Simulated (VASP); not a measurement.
# TaN (Fm-3m) in VASP: further runs, part 2 of 2

VASP 6.6.1. Earlier steps stand in the parts before.

## (5) Relaxation of cell and atoms, BLYP+D4

INCAR reads:

```
SYSTEM = TaN
PREC     = Accurate       ! precision mode
ENCUT    = 600            ! plane-wave cutoff, eV
EDIFF    = 1E-7           ! SCF threshold, eV
ISMEAR   = -1             ! smearing method
SIGMA    = 0.05           ! smearing width, eV
LREAL    = .FALSE.        ! projectors in reciprocal space
LASPH    = .TRUE.         ! aspherical terms in the spheres
NELM     = 60             ! most SCF steps
ALGO     = Normal         ! electronic algorithm
ISIF     = 3              ! what is computed and relaxed
LWAVE    = .FALSE.        ! write WAVECAR
LCHARG   = .FALSE.        ! write CHGCAR
GGA      = B5             ! functional
ALDAX    = 1.0          
AGGAX    = 1.0          
AGGAC    = 1.0          
ALDAC    = 0.0          
IVDW     = 13             ! dispersion correction
VDW_S6   = 1.0          
VDW_S8   = 2.34076671   
VDW_A1   = 0.44488865   
VDW_A2   = 4.0933009    
IBRION   = 2              ! ionic algorithm
NSW      = 60             ! ionic steps
EDIFFG   = -0.01          ! ionic threshold
```

KPOINTS reads:

```
regular mesh
0
G
  10 10 10
  0 0 0
```

POSCAR reads:

```
TaN
1.0
    0.0000000000      2.2113230000      2.2113230000
    2.2113230000      0.0000000000      2.2113230000
    2.2113230000      2.2113230000      0.0000000000
Ta N
1 1
Direct
    0.5000000000      0.5000000000      0.5000000000
    0.0000000000      0.0000000000      0.0000000000
```

Potentials or basis: VASP PAW PBE potentials, release 64 (Ta_pv, N).

Launch:

```
> cat potpaw_PBE.64/Ta_pv/POTCAR potpaw_PBE.64/N/POTCAR > POTCAR
> mpirun -np 1 vasp_std > vasp.out
```

OUTCAR:

```text
SYSTEM = TaN
   PREC = Accurate
   ENCUT = 600
   EDIFF = 1E-7
   ISMEAR = -1
   LREAL = .FALSE.
   LASPH = .TRUE.
   NELM = 60
   ISIF = 3
   GGA = B5
   IVDW = 13
   IBRION = 2
   NSW = 60
   EDIFFG = -0.01

 ion  position               nearest neighbor table
   1  0.500  0.500  0.500-   2 2.21   2 2.21   2 2.21   2 2.21   2 2.21   2 2.21
   2  0.000  0.000  0.000-   1 2.21   1 2.21   1 2.21   1 2.21   1 2.21   1 2.21

  LATTYP: Found a face centered cubic cell.
 ALAT       =     4.4226460000

  Lattice vectors:

 A1 = (   0.0000000000,   2.2113230000,   2.2113230000)
 A2 = (   2.2113230000,   0.0000000000,   2.2113230000)
 A3 = (   2.2113230000,   2.2113230000,   0.0000000000)

Analysis of symmetry for initial positions (statically):
=====================================================================
 Subroutine PRICEL returns:
 Original cell was already a primitive cell.

 Routine SETGRP: Setting up the symmetry group for a
[... 256 lines left out ...]

  energy without entropy =      -19.83219668  energy(sigma->0) =      -19.83555775

 E-fermi :   9.8165     XC(G=0): -12.6165

 val. band max:        9.7340188686   @ k =  -0.2000   0.2000   0.0000
 cond. band min:       9.8448009382   @ k =   0.0000   0.0000   0.0000
 fundamental gap:      0.1107820696
 Fermi energy:         9.8165413325

 k-point     1 :       0.0000    0.0000    0.0000
  band No.  band energies     occupation
      1     -25.9460      2.00000
      2     -25.9460      2.00000
      3     -25.9460      2.00000
      4      -8.7535      2.00000
      5       6.0303      2.00000
      6       6.0303      2.00000
      7       6.0303      2.00000
      8       7.7590      2.00000
      9       7.7590      2.00000
     10       7.7590      2.00000
     11       9.8448      0.72469
     12       9.8448      0.72467
[... 331 lines left out ...]
 k-point    24 :       0.4000    0.3000    0.0000
  band No.  band energies     occupation
      1     -26.5037      2.00000
      2     -26.1692      2.00000
      3     -26.1457      2.00000
      4      -7.2932      2.00000
      5       2.0875      2.00000
      6       4.0975      2.00000
      7       4.7006      2.00000
      8       6.0828      2.00000
      9      11.8489      0.00000
     10      12.5043      0.00000
     11      12.5845      0.00000
     12      13.5817      0.00000

 [... further k-points ...]

------------------------ aborting loop because EDIFF is reached ----------------------------------------

  DFT-D4 for vdW energy calculation

  Edisp (eV):   -1.17058
[... 25 lines left out ...]
  FREE ENERGIE OF THE ION-ELECTRON SYSTEM (eV)
  ---------------------------------------------------
  free  energy   TOTEN  =       -21.0095030118 eV

  energy  without entropy=      -21.0027808714  energy(sigma->0) =      -21.00614194

 reached required accuracy - stopping structural energy minimisation
```

OSZICAR:

```text
N       E                     dE             d eps       ncg     rms          rms(c)
DAV:   1     0.104330877248E+03    0.10433E+03   -0.10231E+04  1128   0.159E+03
DAV:   2    -0.187733986620E+02   -0.12310E+03   -0.11563E+03  1256   0.373E+02
DAV:   3    -0.233625298930E+02   -0.45891E+01   -0.44615E+01  1504   0.662E+01
[... 26 lines left out ...]
DAV:   4    -0.198389067727E+02   -0.21865E-04   -0.77450E-05  1368   0.103E-01    0.470E-02
DAV:   5    -0.198389182558E+02   -0.11483E-04   -0.17568E-05  1448   0.434E-02    0.800E-03
DAV:   6    -0.198389189674E+02   -0.71163E-06   -0.63610E-07  1388   0.853E-03    0.287E-03
DAV:   7    -0.198389188056E+02    0.16181E-06   -0.29873E-08   664   0.197E-03    0.458E-04
DAV:   8    -0.198389188237E+02   -0.18097E-07   -0.58125E-09   584   0.125E-03
   3 F= -.21009503E+02 E0= -.21006142E+02  d E =-.829184E-03
```

Run time: 47 s. Hardware: 1 thread of Intel Xeon Platinum 8488C (Sapphire Rapids), shared host; peak memory 0.17 GiB.

Results:

```
Free energy                            : -21.0095 eV
Relaxed volume                         : 10.88 Å³/atom
Relaxed cell                           : a = 3.134 Å, b = 3.134 Å, c = 3.134 Å, α = 60.00°, β = 60.00°, γ = 60.00°
Space group after relaxing (to 0.05 Å) : Fm-3m (No. 225)
Energy gained by relaxing              : 0.4 meV/atom
Ionic steps                            : 3
Pressure after relaxing                : 0.0 GPa
Band gap on the k mesh                 : zero (band 8 reaches 11.53 eV, above the bottom of band 9 at 7.76 eV)
Dispersion energy per atom             : -0.585 eV
```

The path:
```
step  energy change (eV)  largest force (eV/Å)  pressure (GPa)  volume (Å³)
   1              0.0000                0.0000            2.00        21.63
   2              0.0030                0.0000           -4.13        22.05
   3             -0.0008                0.0000            0.00        21.76
```

Final structure:
```yaml
crystal:
  lattice:
    - [0.00000, 2.21591, 2.21591]
    - [2.21591, 0.00000, 2.21591]
    - [2.21591, 2.21591, 0.00000]
  atoms:
    - { symbol: Ta, position: [0.50000, 0.50000, 0.50000] }
    - { symbol: N, position: [0.00000, 0.00000, 0.00000] }
```

Caveat: the PAW data sets were made with another functional, which shifts forces and pressure a little; spin-orbit coupling is left out, which moves the levels of the heavy elements; pairwise dispersion overbinds metals, which lowers pressure and volume.

## (6) Single point, revPBE+D3(BJ)

This run uses another cell than the first one, of 10.44 Å³/atom, 0.966 times its volume.

INCAR reads:

```
SYSTEM = TaN
ALGO = Normal
EDIFF = 1E-6
ENCUT = 520
GGA = RE
ISIF = 2
ISMEAR = -1
IVDW = 12
LASPH = .True.
LCHARG = .False.
LREAL = .False.
LWAVE = .False.
NBANDS = 15
NELM = 80
PREC = Accurate
SIGMA = 0.05
```

KPOINTS reads:

```
k-points
0
Gamma
  10 10 10
  0 0 0
```

POSCAR reads:

```
TaN
1.0
    0.0000000000      2.1856309556      2.1856309556
    2.1856309556      0.0000000000      2.1856309556
    2.1856309556      2.1856309556      0.0000000000
Ta N
1 1
Direct
    0.5000000000      0.5000000000      0.5000000000
    0.0000000000      0.0000000000      0.0000000000
```

Potentials or basis: VASP PAW PBE potentials, release 64 (Ta_pv, N).

Launch:

```
> cat potpaw_PBE.64/Ta_pv/POTCAR potpaw_PBE.64/N/POTCAR > POTCAR
> mpirun -np 1 vasp_std > vasp.out
```

OUTCAR:

```text
SYSTEM = TaN
   EDIFF = 1E-6
   ENCUT = 520
   GGA = RE
   ISIF = 2
   ISMEAR = -1
   IVDW = 12
   LASPH = .True.
   LREAL = .False.
   NELM = 80
   PREC = Accurate
 IVDW          = 12

 ion  position               nearest neighbor table
   1  0.500  0.500  0.500-   2 2.19   2 2.19   2 2.19   2 2.19   2 2.19   2 2.19
   2  0.000  0.000  0.000-   1 2.19   1 2.19   1 2.19   1 2.19   1 2.19   1 2.19

  LATTYP: Found a face centered cubic cell.
 ALAT       =     4.3712619112

  Lattice vectors:

 A1 = (   0.0000000000,   2.1856309556,   2.1856309556)
 A2 = (   2.1856309556,   0.0000000000,   2.1856309556)
 A3 = (   2.1856309556,   2.1856309556,   0.0000000000)

Analysis of symmetry for initial positions (statically):
=====================================================================
 Subroutine PRICEL returns:
 Original cell was already a primitive cell.

 Routine SETGRP: Setting up the symmetry group for a
 face centered cubic supercell.

 Subroutine GETGRP returns: Found 48 space group operations
 (whereof 48 operations were pure point group operations)
 out of a pool of 48 trial point group operations.

The static configuration has the point symmetry O_h .
[... 175 lines left out ...]
      7       5.9555      2.00000
      8       7.6759      2.00000
      9       7.6759      2.00000
     10       7.6759      2.00000
     11       9.9042      0.59698
     12       9.9042      0.59697
     13      11.4869      0.00000
     14      19.2181      0.00000
[... 401 lines left out ...]
      2     -26.2083      2.00000
      3     -26.1809      2.00000
      4      -7.6471      2.00000
      5       1.7852      2.00000
      6       3.8448      2.00000
      7       4.5561      2.00000
      8       5.8853      2.00000
      9      12.0716      0.00000
     10      12.8427      0.00000
     11      12.9244      0.00000
     12      13.8734      0.00000
     13      18.4478      0.00000
     14      20.7470      0.00000
     15      22.2622      0.00000

 [... further k-points ...]

------------------------ aborting loop because EDIFF is reached ----------------------------------------

 Edisp (eV)   -1.78702

 E8    (eV) :    -1.2702

  FORCE on cell =-STRESS in cart. coord.  units (eV):
  Direction    XX          YY          ZZ          XY          YZ          ZX
  --------------------------------------------------------------------------------------
  -------------------------------------------------------------------------------------
  Total       0.10595     0.10595     0.10595     0.00000    -0.00000    -0.00000
  in kB       8.12962     8.12962     8.12962     0.00000    -0.00000    -0.00000
  external pressure =        8.13 kB  Pullay stress =        0.00 kB

 VOLUME and BASIS-vectors are now :
 -----------------------------------------------------------------------------
  energy-cutoff  :      520.00
  volume of cell :       20.88
      direct lattice vectors                 reciprocal lattice vectors
     0.000000000  2.185630956  2.185630956    -0.228766892  0.228766892  0.228766892
     2.185630956  0.000000000  2.185630956     0.228766892 -0.228766892  0.228766892
     2.185630956  2.185630956  0.000000000     0.228766892  0.228766892 -0.228766892

 POSITION                                       TOTAL-FORCE (eV/Angst)
 -----------------------------------------------------------------------------------
      2.18563      2.18563      2.18563        -0.000000     -0.000000     -0.000000
      0.00000      0.00000      0.00000         0.000000      0.000000      0.000000
 -----------------------------------------------------------------------------------
    total drift:                                0.000000     -0.000000     -0.000000

  FREE ENERGIE OF THE ION-ELECTRON SYSTEM (eV)
  ---------------------------------------------------
  free  energy   TOTEN  =       -22.7280366876 eV

  energy  without entropy=      -22.7224066342  energy(sigma->0) =      -22.72522166
```

OSZICAR:

```text
N       E                     dE             d eps       ncg     rms          rms(c)
DAV:   1     0.886781779738E+02    0.88678E+02   -0.87322E+03  1410   0.113E+03
DAV:   2    -0.212139402220E+02   -0.10989E+03   -0.10390E+03  1725   0.301E+02
DAV:   3    -0.239106711004E+02   -0.26967E+01   -0.26859E+01  1592   0.439E+01
DAV:   4    -0.239209189196E+02   -0.10248E-01   -0.10245E-01  1823   0.291E+00
DAV:   5    -0.239209903389E+02   -0.71419E-04   -0.71420E-04  1606   0.207E-01    0.250E+01
DAV:   6    -0.210144892522E+02    0.29065E+01   -0.53327E+00  1657   0.262E+01    0.104E+01
DAV:   7    -0.209720365327E+02    0.42453E-01   -0.51142E-01  1536   0.583E+00    0.714E+00
DAV:   8    -0.209473243277E+02    0.24712E-01   -0.12682E-01  1648   0.312E+00    0.174E+00
DAV:   9    -0.209410560757E+02    0.62683E-02   -0.17280E-02  1557   0.108E+00    0.304E-01
DAV:  10    -0.209410513817E+02    0.46940E-05   -0.12121E-03  1704   0.368E-01    0.469E-02
DAV:  11    -0.209410184037E+02    0.32978E-04   -0.65077E-05  1578   0.953E-02    0.170E-02
DAV:  12    -0.209410186296E+02   -0.22589E-06   -0.56795E-06  1613   0.233E-02
   1 F= -.22728037E+02 E0= -.22725222E+02  d E =-.563005E-02
```

stdout:

```text
POSCAR found type information on POSCAR TaN
 POSCAR found :  2 types and       2 ions
 scaLAPACK will be used
 -----------------------------------------------------------------------------
|                                                                             |
|                                                                             |
|     You enforced a specific xc type in the INCAR file but a different       |
|     I HOPE YOU KNOW WHAT YOU ARE DOING!                                     |
|                                                                             |
 -----------------------------------------------------------------------------

 LDA part: xc-table for (Slater+PW92), standard interpolation
 POSCAR, INCAR and KPOINTS ok, starting setup
 FFT: planning ... GRIDC
 FFT: planning ... GRID_SOFT
 FFT: planning ... GRID
 WAVECAR not read
 entering main loop
```

Run time: 10 s. Hardware: 1 thread of Intel Xeon Platinum 8259CL at 2.50GHz (Skylake/Cascade Lake), shared host; peak memory 0.16 GiB.

Results:

```yaml
Free_energy: -22.7280 eV
Pressure: 0.8 GPa
Band_gap_on_the_k_mesh: zero (band 8 reaches 11.79 eV, above the bottom of band 9 at 7.68 eV)
Dispersion_energy_per_atom: -0.894 eV
```

Caveat: the PAW data sets were made with another functional, which shifts forces and pressure a little; spin-orbit coupling is left out, which moves the levels of the heavy elements; pairwise dispersion overbinds metals, which lowers pressure and volume.

## (7) The runs side by side

```csv
task,level,cell,cutoff (eV),gap on the mesh (eV),pressure (GPa),relaxed volume (Å³/atom)
relaxation of cell and atoms,revPBE+D3(BJ),"relaxed from a = 3.127 Å, angles 60.0°, 2 atoms",600,none,0.0,10.46
relaxation of cell and atoms,revPBE+D4,"relaxed from a = 3.127 Å, angles 60.0°, 2 atoms",600,none,0.0,10.57
relaxation of cell and atoms,BLYP+D3(BJ),"relaxed from a = 3.127 Å, angles 60.0°, 2 atoms",600,none,-0.1,10.66
relaxation of cell and atoms,BLYP+D4,"relaxed from a = 3.127 Å, angles 60.0°, 2 atoms",600,none,0.0,10.88
single point,revPBE+D3(BJ),"a = 3.091 Å, angles 60.0°, 2 atoms",520,none,0.8,-
```

Alike in all rows: potentials or basis VASP PAW PBE potentials, release 64 (Ta_pv, N); no spin polarisation; k mesh 10 × 10 × 10; smearing fermi-dirac 0.05 eV.

Caveats: the PAW data sets were made with another functional, which shifts forces and pressure a little; spin-orbit coupling is left out, which moves the levels of the heavy elements; pairwise dispersion overbinds metals, which lowers pressure and volume.

Total energies depend on the potentials used, so only differences within one code and one set of settings carry meaning.
